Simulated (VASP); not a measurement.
# Ir (P6_3/mmc) in VASP: notebook

Runs on Ir. Level: PBEsol. Tasks: single point.

Everything below comes from runs of VASP 6.6.1. Logs are shortened: lines on timing, memory, paths and dates and some standing lists are left out, and cuts for length are marked.

## (1) The cell of the first run

It takes space group P6_3/mmc (No. 194, hexagonal). Conventional cell: a = 2.545 Å, b = 2.545 Å, c = 4.126 Å, α = 90.00°, β = 90.00°, γ = 120.00°. Ir (site symmetry -6m2) has 12 Ir at 2.53 to 2.54 Å within 3.3 Å.

## (2) Single point, PBEsol, collinear spin, ferromagnetic start

File INCAR:

```
SYSTEM = Ir
ALGO = Normal ; EDIFF = 1E-6
ENCUT = 520 ; GGA = PS
ISIF = 2 ; ISMEAR = 0
ISPIN = 2 ; LASPH = .TRUE.
LCHARG = .FALSE. ; LMAXMIX = 4
LORBIT = 11 ; LREAL = .FALSE.
LWAVE = .FALSE. ; MAGMOM = 0.2 0.2
NBANDS = 20 ; NELM = 150
NUPDOWN = 0.4 ; PREC = Accurate
SIGMA = 0.15
```

File KPOINTS:

```
k-points
0
G
  21 21 12
  0 0 0
```

File POSCAR:

```
Ir
1.0
    2.5448121180      0.0000000000      0.0000000000
   -1.2724060590      2.2038719420      0.0000000000
    0.0000000000      0.0000000000      4.1259244814
Ir
2
Direct
    0.6666666667      0.3333333333      0.7500000000
    0.3333333333      0.6666666667      0.2500000000
```

Potentials or basis: VASP PAW PBE potentials, release 64 (Ir).

Command:

```console
> cat potpaw_PBE.64/Ir/POTCAR > POTCAR
> mpirun -np 1 vasp_std > vasp.out
```

OUTCAR:

```text
SYSTEM = Ir
   EDIFF = 1E-6
   ENCUT = 520
   GGA = PS
   ISIF = 2
   ISMEAR = 0
   ISPIN = 2
   LASPH = .TRUE.
   LORBIT = 11
   LREAL = .FALSE.
   NELM = 150
   NUPDOWN = 0.4
   PREC = Accurate

 ion  position               nearest neighbor table
   1  0.667  0.333  0.750-   2 2.53   2 2.53   2 2.53   2 2.53   2 2.53   2 2.53
   2  0.333  0.667  0.250-   1 2.53   1 2.53   1 2.53   1 2.53   1 2.53   1 2.53

  LATTYP: Found a hexagonal cell.
 ALAT       =     2.5448121180
 C/A-ratio  =     1.6213080927

  Lattice vectors:

 A1 = (   2.5448121180,   0.0000000000,   0.0000000000)
 A2 = (  -1.2724060590,   2.2038719420,   0.0000000000)
 A3 = (   0.0000000000,   0.0000000000,   4.1259244814)

Analysis of symmetry for initial positions (statically):
=====================================================================
 Subroutine PRICEL returns:
 Original cell was already a primitive cell.

 Routine SETGRP: Setting up the symmetry group for a
 hexagonal supercell.

 Subroutine GETGRP returns: Found 24 space group operations
 (whereof 12 operations were pure point group operations)
 out of a pool of 24 trial point group operations.

The static configuration has the point symmetry D_3d.
 The point group associated with its full space group is D_6h.

Analysis of symmetry for dynamics (positions and initial velocities):
=====================================================================
 Subroutine PRICEL returns:
 Original cell was already a primitive cell.

 Routine SETGRP: Setting up the symmetry group for a
 hexagonal supercell.

 Subroutine GETGRP returns: Found 24 space group operations
 (whereof 12 operations were pure point group operations)
 out of a pool of 24 trial point group operations.

The dynamic configuration has the point symmetry D_3d.
 The point group associated with its full space group is D_6h.

Analysis of structural, dynamic, and magnetic symmetry:
=====================================================================
 Subroutine PRICEL returns:
 Original cell was already a primitive cell.

 Routine SETGRP: Setting up the symmetry group for a
 hexagonal supercell.

 Subroutine GETGRP returns: Found 24 space group operations
 (whereof 12 operations were pure point group operations)
 out of a pool of 24 trial point group operations.

The overall configuration has the point symmetry D_3d.
 The point group associated with its full space group is D_6h.

 Subroutine INISYM returns: Found 24 space group operations
 (whereof 12 operations are pure point group operations),
 and found     1 'primitive' translations

[... 112 lines left out ...]
   IMIX   =      4    mixing-type and parameters
     AMIX     =   0.40;   BMIX     =  1.00
     AMIX_MAG =   1.60;   BMIX_MAG =  1.00
  volume/ion in A,a.u.               =      11.57        78.08
  Fermi-wavevector in a.u.,A,eV,Ry     =   1.505606  2.845182 30.842341  2.266848
  Thomas-Fermi vector in A             =   2.616432
   LORBIT       =     11    0 simple, 1 ext, 2 COOP (PROOUT), +10 PAW based schemes
   GGA     = PS    functional components
   LHFCALC =     F    Hartree Fock is set to
   AEXX    =    0.0000 exact exchange contribution
   IVDW    =     0    specifies the selected vdW correction
   LEPSILON=     F    determine dielectric tensor
   LRPA    =     F    only Hartree local field effects (RPA)
 spin polarized calculation
 Gauss-broadening in eV      SIGMA  =   0.15
  energy-cutoff  :      520.00
  volume of cell :       23.14
 maximum number of plane-waves:       646
 NGX is ok and might be reduce to    20
   NGX =  9   NGY =  9   NGZ = 15

 number of electron      17.9999998 magnetization       0.4000000

 Free energy of the ion-electron system (eV)
  ---------------------------------------------------
  ext. energy  EPLUGINS =         0.00000000
  ---------------------------------------------------
  free energy    TOTEN  =       -17.76236839 eV

  energy without entropy =      -17.74255209  energy(sigma->0) =      -17.75246024

 E-fermi :  14.1226     XC(G=0): -15.3034

 val. band max:       14.4796051643   @ k =   0.2381  -0.0000   0.3333
 cond. band min:      14.1230237244   @ k =   0.3333   0.0952   0.2500
 fundamental gap:     -0.3565814399
 Fermi energy:        14.4830308551

 spin component 1

 k-point     1 :       0.0000    0.0000    0.0000
  band No.  band energies     occupation
      1       0.5904      1.00000
      2       3.5431      1.00000
      3       8.8199      1.00000
      4       8.9211      1.00000
      5       8.9211      1.00000
      6       9.8542      1.00000
[... 541 lines left out ...]
     19      36.8268      0.00000
     20      40.5562      0.00000

 [... further k-points ...]

 spin component 2

 k-point     1 :       0.0000    0.0000    0.0000
  band No.  band energies     occupation
      1       0.6473      1.00000
      2       3.6369      1.00000
      3       8.9505      1.00000
      4       9.0451      1.00000
      5       9.0451      1.00000
      6       9.9820      1.00000
[... 541 lines left out ...]
     19      36.8895      0.00000
     20      40.5673      0.00000

 [... further k-points ...]
[... 5 lines left out ...]
  --------------------------------------------------------------------------------------
  -------------------------------------------------------------------------------------
  Total       18.4985099     18.4985099     18.9601941      0.0000000     -0.0000000      0.0000000
  in kB     1280.8078330   1280.8078329   1312.7741239      0.0000000     -0.0000000      0.0000000
  external PRESSURE =    1291.4632633 kB  Pullay stress =       0.0000000 kB

 VOLUME and BASIS-vectors are now :
 -----------------------------------------------------------------------------
  energy-cutoff  :      520.00
  volume of cell :       23.14
      direct lattice vectors                 reciprocal lattice vectors
     2.544812118  0.000000000  0.000000000     0.392956318  0.226873436  0.000000000
    -1.272406059  2.203871942  0.000000000     0.000000000  0.453746872  0.000000000
     0.000000000  0.000000000  4.125924481     0.000000000  0.000000000  0.242369923

 POSITION                                       TOTAL-FORCE (eV/Angst)
 -----------------------------------------------------------------------------------
      1.27241      0.73462      3.09444         0.000000     -0.000000      0.000000
     -0.00000      1.46925      1.03148        -0.000000      0.000000      0.000000
 -----------------------------------------------------------------------------------
    total drift:                               -0.000000      0.000000     -0.000000

  FREE ENERGIE OF THE ION-ELECTRON SYSTEM (eV)
  ---------------------------------------------------
  free  energy   TOTEN  =       -17.7623683857 eV

  energy  without entropy=      -17.7425520855  energy(sigma->0) =      -17.75246024

 total charge

# of ion       s       p       d       tot
------------------------------------------
    1        0.803   1.062   7.385   9.250
    2        0.803   1.062   7.385   9.250
--------------------------------------------------
tot          1.607   2.124  14.771  18.501

 magnetization (x)

# of ion       s       p       d       tot
------------------------------------------
    1        0.002   0.004   0.188   0.193
    2        0.002   0.004   0.188   0.193
--------------------------------------------------
tot          0.003   0.008   0.375   0.387
```

OSZICAR:

```text
N       E                     dE             d eps       ncg     rms          rms(c)
DAV:   1     0.157707753805E+03    0.15771E+03   -0.79204E+03 26936   0.910E+02
DAV:   2    -0.145001391673E+02   -0.17221E+03   -0.15498E+03 27520   0.278E+02
DAV:   3    -0.187300667725E+02   -0.42299E+01   -0.41804E+01 31988   0.518E+01
DAV:   4    -0.187836503456E+02   -0.53584E-01   -0.53553E-01 32296   0.489E+00
DAV:   5    -0.187850137130E+02   -0.13634E-02   -0.13633E-02 33352   0.806E-01    0.399E+01
DAV:   6    -0.180346646203E+02    0.75035E+00   -0.39130E-01 36048   0.784E+00    0.193E+01
DAV:   7    -0.177757795640E+02    0.25889E+00   -0.22550E-01 37136   0.562E+00    0.347E+00
DAV:   8    -0.177685464011E+02    0.72332E-02   -0.68764E-03 30732   0.678E-01    0.116E+00
DAV:   9    -0.177625485014E+02    0.59979E-02   -0.67824E-03 31868   0.909E-01    0.478E-01
DAV:  10    -0.177623582237E+02    0.19028E-03   -0.99164E-05 32580   0.903E-02    0.301E-02
DAV:  11    -0.177623681973E+02   -0.99736E-05   -0.57114E-06 34860   0.228E-02    0.340E-02
DAV:  12    -0.177623683857E+02   -0.18837E-06   -0.15697E-06 27684   0.112E-02
   1 F= -.17762368E+02 E0= -.17752460E+02  d E =-.198163E-01  mag=     0.4000
```

It took 4.5 min on 1 thread of Oxide Virtual Turin-like, shared host; peak memory 0.28 GiB.

What came out:

| Property | Result |
| --- | --- |
| Free energy | -17.7624 eV |
| Pressure | 129.1 GPa |
| Net moment | 0.40 μB per cell |
| Site moments | Ir +0.19 μB |

Stress tensor (GPa, compression positive):
```
128.08   0.00   0.00
  0.00 128.08   0.00
  0.00   0.00 131.28
```

Caveat: the PAW data sets were made with another functional, which shifts forces and pressure a little; spin-orbit coupling is left out, which moves the levels of the heavy elements; the total moment is fixed, so each spin has its own Fermi level.

## (3) Single point, PBEsol, collinear spin, ferromagnetic start

File INCAR:

```
SYSTEM = Ir
PREC = Accurate
ENCUT = 520
EDIFF = 1E-6
ISMEAR = 0
SIGMA = 0.15
LREAL = .False.
LASPH = .True.
NELM = 150
ALGO = Fast
ISIF = 2
LWAVE = .False.
LCHARG = .False.
ISPIN = 2
MAGMOM = 0.3 0.3
LORBIT = 11
NUPDOWN = 0.6
LMAXMIX = 4
GGA = PS
NBANDS = 20
```

File KPOINTS:

```
regular mesh
0
Gamma
  21 21 12
  0 0 0
```

POSCAR is that of step 2.

Potentials or basis: VASP PAW PBE potentials, release 64 (Ir).

Command:

```console
> cat potpaw_PBE.64/Ir/POTCAR > POTCAR
> mpirun -np 1 vasp_std > vasp.out
```

Run time: 4.4 min. Hardware: 1 thread of Oxide Virtual Turin-like, shared host; peak memory 0.28 GiB.

It converged, with:

- Free energy: -17.7181 eV
- Pressure: 129.8 GPa
- Net moment: 0.60 μB per cell
- Site moments: Ir +0.29 μB

Stress tensor (GPa, compression positive):
```
129.10   0.00   0.00
  0.00 129.10   0.00
  0.00   0.00 131.26
```

Caveat: the PAW data sets were made with another functional, which shifts forces and pressure a little; spin-orbit coupling is left out, which moves the levels of the heavy elements; the total moment is fixed, so each spin has its own Fermi level.

## (4) Single point, PBEsol, collinear spin, ferromagnetic start

File INCAR:

```
SYSTEM = Ir
ALGO     = Normal         ! electronic algorithm
EDIFF    = 1E-6           ! SCF threshold, eV
ENCUT    = 520            ! plane-wave cutoff, eV
GGA      = PS             ! functional
ISIF     = 2              ! what is computed and relaxed
ISMEAR   = 0              ! smearing method
ISPIN    = 2              ! spin polarisation
LASPH    = .TRUE.         ! aspherical terms in the spheres
LCHARG   = .TRUE.         ! write CHGCAR
LELF     = .TRUE.         ! ELF
LMAXMIX  = 4              ! l up to which the mixer works
LORBIT   = 11             ! projections on sites
LREAL    = .FALSE.        ! projectors in reciprocal space
LVHAR    = .TRUE.       
LWAVE    = .FALSE.        ! write WAVECAR
MAGMOM   = 0.7 0.7        ! initial moments
NBANDS   = 20             ! bands
NELM     = 150            ! most SCF steps
NUPDOWN  = 1.4            ! fixed moment
PREC     = Accurate       ! precision mode
SIGMA    = 0.15           ! smearing width, eV
```

File KPOINTS:

```
k-points
0
G
  21 21 12
  0 0 0
```

POSCAR is that of step 3.

Potentials or basis: VASP PAW PBE potentials, release 64 (Ir).

Command:

```console
> cat potpaw_PBE.64/Ir/POTCAR > POTCAR
> mpirun -np 1 vasp_std > vasp.out
```

OUTCAR:

```text
SYSTEM = Ir
   EDIFF = 1E-6
   ENCUT = 520
   GGA = PS
   ISIF = 2
   ISMEAR = 0
   ISPIN = 2
   LASPH = .TRUE.
   LORBIT = 11
   LREAL = .FALSE.
   NELM = 150
   NUPDOWN = 1.4
   PREC = Accurate

 ion  position               nearest neighbor table
   1  0.667  0.333  0.750-   2 2.53   2 2.53   2 2.53   2 2.53   2 2.53   2 2.53
   2  0.333  0.667  0.250-   1 2.53   1 2.53   1 2.53   1 2.53   1 2.53   1 2.53

  LATTYP: Found a hexagonal cell.
 ALAT       =     2.5448121180
 C/A-ratio  =     1.6213080927

  Lattice vectors:

 A1 = (   2.5448121180,   0.0000000000,   0.0000000000)
 A2 = (  -1.2724060590,   2.2038719420,   0.0000000000)
 A3 = (   0.0000000000,   0.0000000000,   4.1259244814)

Analysis of symmetry for initial positions (statically):
=====================================================================
 Subroutine PRICEL returns:
 Original cell was already a primitive cell.

 Routine SETGRP: Setting up the symmetry group for a
 hexagonal supercell.

 Subroutine GETGRP returns: Found 24 space group operations
 (whereof 12 operations were pure point group operations)
 out of a pool of 24 trial point group operations.

The static configuration has the point symmetry D_3d.
 The point group associated with its full space group is D_6h.

Analysis of symmetry for dynamics (positions and initial velocities):
=====================================================================
 Subroutine PRICEL returns:
 Original cell was already a primitive cell.

 Routine SETGRP: Setting up the symmetry group for a
 hexagonal supercell.

 Subroutine GETGRP returns: Found 24 space group operations
 (whereof 12 operations were pure point group operations)
 out of a pool of 24 trial point group operations.

The dynamic configuration has the point symmetry D_3d.
 The point group associated with its full space group is D_6h.

Analysis of structural, dynamic, and magnetic symmetry:
=====================================================================
 Subroutine PRICEL returns:
 Original cell was already a primitive cell.
[... 146 lines left out ...]
   NGX =  9   NGY =  9   NGZ = 15

 number of electron      17.9999998 magnetization       1.4000000

 Free energy of the ion-electron system (eV)
  ---------------------------------------------------
  ext. energy  EPLUGINS =         0.00000000
  ---------------------------------------------------
  free energy    TOTEN  =       -17.36756446 eV

  energy without entropy =      -17.34915707  energy(sigma->0) =      -17.35836077

 E-fermi :  13.5493     XC(G=0): -15.2981

 val. band max:       14.8005458920   @ k =   0.3810   0.1429   0.0833
 cond. band min:      13.5629405324   @ k =   0.4286   0.0476   0.3333
 fundamental gap:     -1.2376053596
 Fermi energy:        14.8023362961

 spin component 1

 k-point     1 :       0.0000    0.0000    0.0000
  band No.  band energies     occupation
      1       0.5189      1.00000
      2       3.4308      1.00000
      3       8.6842      1.00000
      4       8.7764      1.00000
      5       8.7764      1.00000
      6       9.7057      1.00000
[... 541 lines left out ...]
     19      36.7419      0.00000
     20      40.4591      0.00000

 [... further k-points ...]

 spin component 2

 k-point     1 :       0.0000    0.0000    0.0000
  band No.  band energies     occupation
      1       0.7219      1.00000
      2       3.7570      1.00000
      3       9.1312      1.00000
      4       9.2114      1.00000
      5       9.2114      1.00000
      6      10.1537      1.00000
[... 541 lines left out ...]
     19      36.9631      0.00000
     20      40.6737      0.00000

 [... further k-points ...]
[... 5 lines left out ...]
  --------------------------------------------------------------------------------------
  -------------------------------------------------------------------------------------
  Total       19.4519819     19.4519819     19.7494705     -0.0000000      0.0000000      0.0000000
  in kB     1346.8247344   1346.8247343   1367.4223835     -0.0000000      0.0000000      0.0000000
  external PRESSURE =    1353.6906174 kB  Pullay stress =       0.0000000 kB

 VOLUME and BASIS-vectors are now :
 -----------------------------------------------------------------------------
  energy-cutoff  :      520.00
  volume of cell :       23.14
      direct lattice vectors                 reciprocal lattice vectors
     2.544812118  0.000000000  0.000000000     0.392956318  0.226873436  0.000000000
    -1.272406059  2.203871942  0.000000000     0.000000000  0.453746872  0.000000000
     0.000000000  0.000000000  4.125924481     0.000000000  0.000000000  0.242369923

 POSITION                                       TOTAL-FORCE (eV/Angst)
 -----------------------------------------------------------------------------------
      1.27241      0.73462      3.09444         0.000000      0.000000      0.000000
     -0.00000      1.46925      1.03148        -0.000000     -0.000000      0.000000
 -----------------------------------------------------------------------------------
    total drift:                               -0.000000      0.000000     -0.000000

  FREE ENERGIE OF THE ION-ELECTRON SYSTEM (eV)
  ---------------------------------------------------
  free  energy   TOTEN  =       -17.3675644609 eV

  energy  without entropy=      -17.3491570727  energy(sigma->0) =      -17.35836077

 total charge

# of ion       s       p       d       tot
------------------------------------------
    1        0.805   1.059   7.391   9.254
    2        0.805   1.059   7.391   9.254
--------------------------------------------------
tot          1.609   2.118  14.781  18.508

 magnetization (x)

# of ion       s       p       d       tot
------------------------------------------
    1        0.005   0.016   0.656   0.678
    2        0.005   0.016   0.656   0.678
--------------------------------------------------
tot          0.011   0.032   1.312   1.355
```

Wall time 2.8 min (1 thread of Oxide Virtual Turin-like, shared host); peak memory 0.28 GiB.

Results:

```yaml
Free_energy: -17.3676 eV
Pressure: 135.4 GPa
Net_moment: 1.40 μB per cell
Site_moments: Ir +0.68 μB
```

Stress tensor (GPa, compression positive):
```
134.68   0.00   0.00
  0.00 134.68   0.00
  0.00   0.00 136.74
```

Caveat: the PAW data sets were made with another functional, which shifts forces and pressure a little; spin-orbit coupling is left out, which moves the levels of the heavy elements; the total moment is fixed, so each spin has its own Fermi level.

## (5) Overview

| fixed moment (μB) | pressure (GPa) | moment (μB) |
| --- | --- | --- |
| 0.4 | 129.1 | 0.40 |
| 0.6 | 129.8 | 0.60 |
| 1.4 | 135.4 | 1.40 |

Alike in all rows: task single point; level PBEsol; potentials or basis VASP PAW PBE potentials, release 64 (Ir); spin collinear, ferromagnetic start; cell as given; k mesh 21 × 21 × 12; cutoff (eV) 520; smearing gaussian 0.15 eV.

Caveats: the PAW data sets were made with another functional, which shifts forces and pressure a little; spin-orbit coupling is left out, which moves the levels of the heavy elements; the total moment is fixed, so each spin has its own Fermi level.

Total energies depend on the potentials used, so only differences within one code and one set of settings carry meaning.
